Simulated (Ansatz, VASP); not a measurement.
# Two plane-wave programs on HfB3

```xyz
4
Lattice="-2.2723 2.2723 2.2723 2.2723 -2.2723 2.2723 2.2723 2.2723 -2.2723" Properties=species:S:1:pos:R:3 pbc="T T T"
Hf    0.0000    0.0000    0.0000
B     2.2723    0.0000    0.0000
B     0.0000    2.2723    0.0000
B     0.0000    0.0000    2.2723
```

Alike in both runs: task relaxation of cell and atoms; functional PBE; k mesh 14 × 14 × 14; occupations gaussian, width 0.1 eV; no spin polarisation.

|  | VASP | Ansatz |
| --- | --- | --- |
| version | VASP 6.6.1 | Ansatz 0.2.0 |
| potentials or method | VASP PAW PBE potentials, release 64 (Hf_pv, B), cutoff 600 eV | scalar-relativistic, plane waves, PAW |
| valence electrons in the cell | 19 | 35 |

|  | VASP | Ansatz | Ansatz less VASP |
| --- | --- | --- | --- |
| gap on the k mesh at the Fermi level, each at its own relaxed structure (eV) | none | none | - |
| relaxed volume (Å³/atom) | 11.85 | 11.84 | -0.015 |
| relaxed cell length with the largest relative difference (Å) | 3.949 | 3.947 | -0.0016 |

A gap of «none» marks a metal or a gap that the smearing closes. VASP's potentials hold 19 valence electrons a cell and Ansatz's 35, so a difference there can come from the potentials and not from the codes.

Neither program's run includes spin-orbit coupling.
